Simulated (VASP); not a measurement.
A run of VASP 6.6.1:

File INCAR:

```
PREC = Accurate
ENCUT = 520
EDIFF = 1E-6
ISMEAR = -1
SIGMA = 0.05
LREAL = False
LASPH = True
NELM = 60
ALGO = Normal
ISIF = 2
LWAVE = False
LCHARG = False
GGA = PE
NBANDS = 20
```

File KPOINTS:

```
regular mesh
0
Gamma
  5 5 6
```

File POSCAR:

```
CuI2
1.0
    5.3023782079      0.0000000000      0.0000000000
    0.0000000000      5.3023782079      0.0000000000
    0.0000000000      0.0000000000      4.6332939993
I Cu
2 1
Direct
    0.5000000000      0.0000000000      0.0000000000
    0.0000000000      0.5000000000      0.0000000000
    0.0000000000      0.0000000000      0.0000000000
```

Potentials or basis: VASP PAW PBE potentials, release 64 (I, Cu).

Command:

```sh
$ cat potpaw_PBE.64/I/POTCAR potpaw_PBE.64/Cu/POTCAR > POTCAR
$ mpirun -np 1 vasp_std > vasp.out
```

Hardware: 1 thread of Intel(R) Xeon(R) 6975P-C (Granite Rapids), with other jobs on the host.

Task: Estimate the wall time of this run.

Result: Run time: 44 s on 1 thread of Intel(R) Xeon(R) 6975P-C (Granite Rapids) (shared host), peak memory 0.25 GiB. Counts: scf iterations 17, k points 24.
